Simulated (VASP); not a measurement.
# PN2 (Ibam) in VASP: a series of runs

PN2 is run at these levels: PBE; tasks: single point, relaxation of cell and atoms.

Program: VASP 6.6.1. These are calculated values, not measurements. Logs are shortened: lines on timing, memory, paths and dates and some standing lists are left out, and cuts for length are marked.

### 1 The cell of the first run

The structure is orthorhombic, space group Ibam (No. 72). Conventional cell: a = 4.344 Å, b = 8.061 Å, c = 4.297 Å, α = 90.00°, β = 90.00°, γ = 90.00°. P (site symmetry 222) has 4 N at 1.67 Å and 2 P at 2.15 Å within 2.2 Å. Within 2.2 Å of N (site symmetry m) lie 2 P at 1.67 Å.

### 2 Single point, PBE

INCAR reads:

```
ALGO     = Normal         # electronic algorithm
EDIFF    = 1E-7           # SCF threshold, eV
ENCUT    = 520            # plane-wave cutoff, eV
GGA      = PE             # functional
ISIF     = 2              # what is computed and relaxed
ISMEAR   = 0              # smearing method
LASPH    = T              # aspherical terms in the spheres
LCHARG   = F              # write CHGCAR
LREAL    = F              # projectors in reciprocal space
LWAVE    = F              # write WAVECAR
NBANDS   = 24             # bands
NELM     = 60             # most SCF steps
PREC     = Accurate       # precision mode
SIGMA    = 0.1            # smearing width, eV
```

KPOINTS reads:

```
k-points
0
Gamma
  6 6 6
```

POSCAR reads:

```
PN2
1.0
   -2.1721196900      4.0306485903      2.1482818580
    2.1721196900     -4.0306485903      2.1482818580
    2.1721196900      4.0306485903     -2.1482818580
P N
2 4
Direct
    0.2500000000      0.2500000000      0.0000000000
    0.7500000000      0.7500000000      0.0000000000
    0.1117100000      0.2070000000      0.3187100000
    0.8882900000      0.7930000000      0.6812900000
    0.3882900000      0.7070000000      0.0952900000
    0.6117100000      0.2930000000      0.9047100000
```

Potentials or basis: VASP PAW PBE potentials, release 64 (P, N).

Command:

```sh
$ cat potpaw_PBE.64/P/POTCAR potpaw_PBE.64/N/POTCAR > POTCAR
$ mpirun -np 1 vasp_std > vasp.out
```

OUTCAR:

```text
EDIFF = 1E-7
   ENCUT = 520
   GGA = PE
   ISIF = 2
   ISMEAR = 0
   LASPH = T
   LREAL = F
   NELM = 60
   PREC = Accurate

 ion  position               nearest neighbor table
   1  0.250  0.250  0.000-   3 1.67   4 1.67   5 1.67   6 1.67   2 2.15   2 2.15
   2  0.750  0.750  0.000-   3 1.67   4 1.67   5 1.67   6 1.67   1 2.15   1 2.15
   3  0.112  0.207  0.319-   1 1.67   2 1.67
   4  0.888  0.793  0.681-   1 1.67   2 1.67
   5  0.388  0.707  0.095-   1 1.67   2 1.67
   6  0.612  0.293  0.905-   1 1.67   2 1.67

  LATTYP: Found a body centered orthorhombic cell.
 ALAT       =     4.2965637160
 B/A-ratio  =     1.0110962311
 C/A-ratio  =     1.8762196289

  Lattice vectors:

 A1 = (   2.1721196900,   4.0306485903,  -2.1482818580)
 A2 = (  -2.1721196900,   4.0306485903,   2.1482818580)
 A3 = (   2.1721196900,  -4.0306485903,   2.1482818580)

Analysis of symmetry for initial positions (statically):
=====================================================================
 Subroutine PRICEL returns:
 Original cell was already a primitive cell.

 Routine SETGRP: Setting up the symmetry group for a
 body centered orthorhombic supercell.

 Subroutine GETGRP returns: Found  8 space group operations
 (whereof  4 operations were pure point group operations)
 out of a pool of  8 trial point group operations.

The static configuration has the point symmetry C_2h.
 The point group associated with its full space group is D_2h.

Analysis of symmetry for dynamics (positions and initial velocities):
=====================================================================
 Subroutine PRICEL returns:
 Original cell was already a primitive cell.

 Routine SETGRP: Setting up the symmetry group for a
 body centered orthorhombic supercell.

 Subroutine GETGRP returns: Found  8 space group operations
 (whereof  4 operations were pure point group operations)
 out of a pool of  8 trial point group operations.

The dynamic configuration has the point symmetry C_2h.
 The point group associated with its full space group is D_2h.

 Subroutine INISYM returns: Found  8 space group operations
 (whereof  4 operations are pure point group operations),
 and found     1 'primitive' translations

----------------------------------------------------------------------------------------

                                     Primitive cell

  volume of cell :      75.2333

  direct lattice vectors                    reciprocal lattice vectors
    -2.172119690  4.030648590  2.148281858     0.000000000  0.124049514  0.232744134
     2.172119690 -4.030648590  2.148281858     0.230189893  0.000000000  0.232744134
     2.172119690  4.030648590 -2.148281858     0.230189893  0.124049514  0.000000000

  length of vectors
     5.057602886  5.057602886  5.057602886     0.263738723  0.327348772  0.261487417

  position of ions in fractional coordinates (direct lattice)
     0.250000000  0.250000000  0.000000000
     0.750000000  0.750000000  0.000000000
     0.111710000  0.207000000  0.318710000
     0.888290000  0.793000000  0.681290000
     0.388290000  0.707000000  0.095290000
     0.611710000  0.293000000  0.904710000

  ion indices of the primitive-cell ions
   primitive index   ion index
                 1           1
                 2           2
                 3           3
                 4           4
                 5           5
                 6           6

----------------------------------------------------------------------------------------

 KPOINTS: k-points

Automatic generation of k-mesh.
 Grid dimensions read from file:
 generate k-points for:    6    6    6

 Generating k-lattice:

  Cartesian coordinates                     Fractional coordinates (reciprocal lattice)
     0.000000000  0.020674919  0.038790689     0.166666667 -0.000000000  0.000000000
     0.038364982  0.000000000  0.038790689     0.000000000  0.166666667  0.000000000
     0.038364982  0.020674919  0.000000000     0.000000000 -0.000000000  0.166666667

  Length of vectors
     0.043956454  0.054558129  0.043581236

  Shift w.r.t. Gamma in fractional coordinates (k-lattice)
     0.000000000  0.000000000  0.000000000

 Subroutine IBZKPT returns following result:
 ===========================================

 Found     46 irreducible k-points:

 Following reciprocal coordinates:
            Coordinates               Weight
  0.000000  0.000000  0.000000      1.000000
  0.166667 -0.000000  0.000000      4.000000
  0.333333 -0.000000  0.000000      4.000000
  0.500000  0.000000  0.000000      2.000000
 -0.000000  0.166667  0.000000      4.000000
  0.166667  0.166667  0.000000      8.000000
[... 16 lines left out ...]
 -0.166667  0.166667  0.166667      2.000000
  0.166667  0.333333  0.166667      4.000000
 [... further k-points ...]
   k-points           NKPTS =     46   k-points in BZ     NKDIM =     46   number of bands    NBANDS=     24
   number of dos      NEDOS =    301   number of ions     NIONS =      6
   total plane-waves  NPLWV =  64000
   dimension x,y,z NGX =    40 NGY =   40 NGZ =   40
   dimension x,y,z NGXF=    80 NGYF=   80 NGZF=   80
   ions per type =               2   4
   NGX,Y,Z   is equivalent  to a cutoff of  13.15, 13.15, 13.15 a.u.
   NGXF,Y,Z  is equivalent  to a cutoff of  26.30, 26.30, 26.30 a.u.
 SYSTEM =  unknown system
   PREC   = accura    normal or accurate (medium, high low for compatibility)
   ISTART =      0    job   : 0-new  1-cont  2-samecut
   ICHARG =      2    charge: 1-file 2-atom 10-const
   ISPIN  =      1    spin polarized calculation?
   LNONCOLLINEAR =      F non collinear calculations
   LSORBIT =      F    spin-orbit coupling
   LASPH  =      T    aspherical Exc in radial PAW
   ENCUT  =  520.0 eV  38.22 Ry    6.18 a.u.   9.40  9.40  9.40*2*pi/ulx,y,z
   NELM   =     60;   NELMIN=  2; NELMDL= -5     # of ELM steps
   EDIFF  = 0.1E-06   stopping-criterion for ELM
   LREAL  =      F    real-space projection
   EDIFFG = 0.1E-05   stopping-criterion for IOM
   NSW    =      0    number of steps for IOM
   IBRION =     -1    ionic relax: 0-MD 1-quasi-New 2-CG
   NFREE  =      0    steps in history (QN), initial steepest desc. (CG)
   ISIF   =      2    stress and relaxation
   ISYM   =      2    0-nonsym 1-usesym 2-fastsym
   POTIM  = 0.5000    time-step for ionic-motion
   TEBEG  =    0.0;   TEEND  =   0.0 temperature during run
   PSTRESS=    0.0 pullay stress
   NELECT =      30.0000    total number of electrons
   NUPDOWN=      -1.0000    fix difference up-down
   EMIN   =  10.00;   EMAX   =-10.00  energy-range for DOS
   EFERMI =   0.00;   METHOD = LEGACY
   ISMEAR =     0;   SIGMA  =   0.10  broadening in eV -4-tet -1-fermi 0-gaus
   EFERMI_NEDOS =   21; number of points for ismear=-14 and -15
   IALGO  =     38    algorithm
   IMIX   =      4    mixing-type and parameters
     AMIX     =   0.40;   BMIX     =  1.00
     AMIX_MAG =   1.60;   BMIX_MAG =  1.00
  volume/ion in A,a.u.               =      12.54        84.62
  Fermi-wavevector in a.u.,A,eV,Ry     =   1.204977  2.277076 19.755231  1.451969
  Thomas-Fermi vector in A             =   2.340686
   LORBIT       =      0    0 simple, 1 ext, 2 COOP (PROOUT), +10 PAW based schemes
   GGA     = PE    functional components
   LHFCALC =     F    Hartree Fock is set to
   AEXX    =    0.0000 exact exchange contribution
   IVDW    =     0    specifies the selected vdW correction
   LEPSILON=     F    determine dielectric tensor
   LRPA    =     F    only Hartree local field effects (RPA)
 non-spin polarized calculation
 Gauss-broadening in eV      SIGMA  =   0.10
  energy-cutoff  :      520.00
  volume of cell :       75.23
 maximum number of plane-waves:      2048
 NGX is ok and might be reduce to    40
   NGX = 19   NGY = 19   NGZ = 19

 number of electron      30.0000000 magnetization

 Free energy of the ion-electron system (eV)
  ---------------------------------------------------
  ext. energy  EPLUGINS =         0.00000000
  ---------------------------------------------------
  free energy    TOTEN  =       -39.74872905 eV

  energy without entropy =      -39.72083586  energy(sigma->0) =      -39.73478246

 E-fermi :   2.0604     XC(G=0):  -9.6601

 val. band max:        2.0550936884   @ k =  -0.1667  -0.3333   0.1667
 cond. band min:       2.0655772090   @ k =  -0.3333  -0.1667   0.1667
 fundamental gap:      0.0104835207
 Fermi energy:         2.0604116619

 k-point     1 :       0.0000    0.0000    0.0000
  band No.  band energies     occupation
      1     -17.6852      2.00000
      2     -13.8542      2.00000
      3     -12.0748      2.00000
      4     -12.0384      2.00000
      5      -7.1130      2.00000
      6      -3.2191      2.00000
[... 16 lines left out ...]
     23      13.8768      0.00000
     24      14.0910      0.00000

 k-point     2 :       0.1667   -0.0000    0.0000
  band No.  band energies     occupation
      1     -17.5110      2.00000
      2     -14.2835      2.00000
      3     -12.0730      2.00000
      4     -12.0447      2.00000
      5      -6.5171      2.00000
      6      -3.1310      2.00000
[... 16 lines left out ...]
     23      13.3200      0.00000
     24      13.4865      0.00000

 k-point     3 :       0.3333   -0.0000    0.0000
  band No.  band energies     occupation
      1     -17.0020      2.00000
      2     -15.2210      2.00000
      3     -12.0695      2.00000
      4     -12.0568      2.00000
      5      -5.0990      2.00000
      6      -3.7213      2.00000
[... 16 lines left out ...]
     23      12.1412      0.00000
     24      12.4287      0.00000
[... 514 lines left out ...]
 k-point    23 :      -0.1667    0.1667    0.1667
  band No.  band energies     occupation
      1     -17.5958      2.00000
      2     -13.8417      2.00000
      3     -12.2812      2.00000
      4     -12.1188      2.00000
      5      -7.0679      2.00000
      6      -2.7063      2.00000
[... 16 lines left out ...]
     23      13.8576      0.00000
     24      14.3365      0.00000

 k-point    24 :       0.1667    0.3333    0.1667
  band No.  band energies     occupation
      1     -16.1315      2.00000
      2     -16.1315      2.00000
      3     -12.1808      2.00000
      4     -12.1808      2.00000
      5      -4.1901      2.00000
      6      -4.1901      2.00000
[... 16 lines left out ...]
     23      11.9986      0.00000
     24      11.9986      0.00000

 [... further k-points ...]

------------------------ aborting loop because EDIFF is reached ----------------------------------------

  FORCE on cell =-STRESS in cart. coord.  units (eV):
  Direction    XX          YY          ZZ          XY          YZ          ZX
  --------------------------------------------------------------------------------------
  -------------------------------------------------------------------------------------
  Total       -1.9787184     -1.9571646     15.2745943     -0.0000000      0.0000000      0.0000000
  in kB      -42.1390391    -41.6800275    325.2897104     -0.0000000      0.0000000      0.0000000
  external PRESSURE =      80.4902146 kB  Pullay stress =       0.0000000 kB

 VOLUME and BASIS-vectors are now :
 -----------------------------------------------------------------------------
  energy-cutoff  :      520.00
  volume of cell :       75.23
      direct lattice vectors                 reciprocal lattice vectors
    -2.172119690  4.030648590  2.148281858     0.000000000  0.124049514  0.232744134
     2.172119690 -4.030648590  2.148281858     0.230189893  0.000000000  0.232744134
     2.172119690  4.030648590 -2.148281858     0.230189893  0.124049514  0.000000000

 POSITION                                       TOTAL-FORCE (eV/Angst)
 -----------------------------------------------------------------------------------
      0.00000      0.00000      1.07414        -0.000000      0.000000      0.000000
      0.00000      0.00000      3.22242        -0.000000      0.000000     -0.000000
      0.89926      0.90053      0.00000        -0.790954     -0.853651     -0.000000
      1.27286      3.13012      2.14828         0.790954      0.853651      0.000000
      0.89926     -0.90053      2.14828        -0.790954      0.853651      0.000000
      1.27286      4.93118      0.00000         0.790954     -0.853651     -0.000000
 -----------------------------------------------------------------------------------
    total drift:                                0.000000      0.000000     -0.000000

  FREE ENERGIE OF THE ION-ELECTRON SYSTEM (eV)
  ---------------------------------------------------
  free  energy   TOTEN  =       -39.7487290514 eV

  energy  without entropy=      -39.7208358636  energy(sigma->0) =      -39.73478246
```

Wall time 64 s (1 thread of Intel Xeon 6975P-C (Granite Rapids), shared host); peak memory 0.25 GiB.

Results:

```yaml
Free_energy: -39.7487 eV
Pressure: 8.0 GPa
Largest_force: 1.164 eV/Å
Band_gap_on_the_k_mesh: zero (bands 15 and 16 overlap by 0.31 eV)
```

Forces in eV/Å, atoms in the order of the input:
```
P    0.000  0.000  0.000
P    0.000  0.000  0.000
N   -0.791 -0.854  0.000
N    0.791  0.854  0.000
N   -0.791  0.854  0.000
N    0.791 -0.854  0.000
```

Stress tensor (GPa, compression positive):
```
-4.21  0.00  0.00
 0.00 -4.17  0.00
 0.00  0.00 32.53
```

Levels at points of the mesh, in eV from the Fermi level:
```csv
k point,band 13,band 14,band 15,band 16,band 17,band 18
"(0.00, 0.00, 0.00)",-1.13,-0.07,0.04,0.59,6.47,6.61
"(0.50, 0.00, 0.00)",-0.41,-0.41,-0.08,-0.08,7.40,7.40
"(0.00, 0.50, 0.00)",-0.34,-0.34,0.18,0.18,7.67,7.67
"(0.50, 0.50, 0.00)",-1.13,-0.97,-0.11,1.13,7.66,7.66
"(0.50, 0.50, 0.50)",-1.40,-1.39,-0.54,0.78,6.67,6.82
```

Caveat: the stress differs along the axes, from -4 to 33 GPa; forces of over 1 eV/Å act on the atoms, so gaps and moduli don't describe the material at rest.

[end of part 1 of 2]
